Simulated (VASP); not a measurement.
Here is a VASP 6.6.1 calculation.

File INCAR:

```
PREC     = Accurate       # precision mode
ENCUT    = 600            # plane-wave cutoff, eV
EDIFF    = 1E-6           # SCF threshold, eV
ISMEAR   = -1             # smearing method
SIGMA    = 0.1            # smearing width, eV
LREAL    = False          # projectors in reciprocal space
LASPH    = True           # aspherical terms in the spheres
NELM     = 60             # most SCF steps
ALGO     = Normal         # electronic algorithm
ISIF     = 3              # what is computed and relaxed
LWAVE    = False          # write WAVECAR
LCHARG   = False          # write CHGCAR
GGA      = PS             # functional
IBRION   = 2              # ionic algorithm
NSW      = 60             # ionic steps
EDIFFG   = -0.005         # ionic threshold
```

The input KPOINTS:

```
Automatic mesh
0
Gamma
  13 13 13
```

The input POSCAR:

```
InP
1.0
    0.0000000000      2.5708039839      2.5708039839
    2.5708039839      0.0000000000      2.5708039839
    2.5708039839      2.5708039839      0.0000000000
In P
1 1
Direct
    0.0000000000      0.0000000000      0.0000000000
    0.5000000000      0.5000000000      0.5000000000
```

Potentials or basis: VASP PAW PBE potentials, release 64 (In_d, P).

Command:

```sh
$ cat potpaw_PBE.64/In_d/POTCAR potpaw_PBE.64/P/POTCAR > POTCAR
$ mpirun -np 1 vasp_std > vasp.out
```

What does it give for the band gap on the k mesh?

Zero (band 9 reaches 7.78 eV, above the bottom of band 10 at 5.01 eV).

Estimate the relaxed volume.

20.35 Å³/atom.

The path:
```tsv
step	energy change (eV)	largest force (eV/Å)	pressure (GPa)	volume (Å³)
1	0.0000	0.0000	23.33	33.98
2	-0.1846	0.0000	-9.01	47.66
3	-0.4129	0.0000	-0.17	40.81
4	-0.4129	0.0000	0.08	40.67
5	-0.4129	0.0000	0.08	40.67
6	-0.4129	0.0000	0.10	40.67
7	-0.4129	0.0000	0.10	40.67
8	-0.4129	0.0000	0.09	40.67
9	-0.4129	0.0000	0.09	40.67
10	-0.4129	0.0000	0.09	40.67
11	-0.4129	0.0000	0.09	40.67
12	-0.4129	0.0000	0.09	40.67
13	-0.4129	0.0000	0.09	40.67
14	-0.4129	0.0000	0.09	40.67
15	-0.4129	0.0000	0.10	40.67
16	-0.4129	0.0000	0.10	40.67
17	-0.4129	0.0000	0.11	40.67
18	-0.4129	0.0000	0.07	40.68
19	-0.4129	0.0000	0.05	40.69
20	-0.4129	0.0000	0.01	40.71
```

Caveat: the volume moved by over 15 % at a fixed basis, so the end points are rough; the PAW data sets were made with another functional, which shifts forces and pressure a little; spin-orbit coupling is left out, which moves the levels of the heavy elements.
